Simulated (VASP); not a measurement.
## Pt: single point with LDA

The system is Pt.

```xyz
1
Lattice="4.1860 0.0000 0.0000 -2.0930 3.6252 0.0000 0.0000 0.0000 2.6610" Properties=species:S:1:pos:R:3 pbc="T T T"
Pt    0.0000    0.0000    0.0000
```

```yaml
Program: VASP 6.6.1
Task: single point
Functional: LDA
Potentials_or_basis: VASP PAW LDA potentials, release 64 (Pt)
Cutoff: 500 eV
k_mesh: 6 × 6 × 9
Occupations: fermi-dirac, width 0.1 eV
Spin: no spin polarisation
```

```
Pressure               : -13.2 GPa
Band gap on the k mesh : zero (band 5 reaches 0.09 eV, above the bottom of band 6 at -1.07 eV)
```

Stress tensor (GPa, compression positive):
```
 -7.57   0.00   0.00
  0.00  -7.57   0.00
  0.00   0.00 -24.52
```

Levels at points of the mesh, in eV from the Fermi level:
| k point | band 3 | band 4 | band 5 | band 6 | band 7 | band 8 |
| --- | --- | --- | --- | --- | --- | --- |
| (0.00, 0.00, 0.00) | -1.05 | -1.05 | 0.34 | 0.34 | 8.23 | 8.23 |
| (0.50, 0.00, 0.00) | -0.62 | -0.05 | 0.28 | 0.32 | 1.88 | 6.32 |

Wall time 5.8 s on 1 thread of Intel Xeon 6975P-C (shared host), peak memory 0.14 GiB.

Caveat: spin-orbit coupling is left out, which moves the levels of the heavy elements.
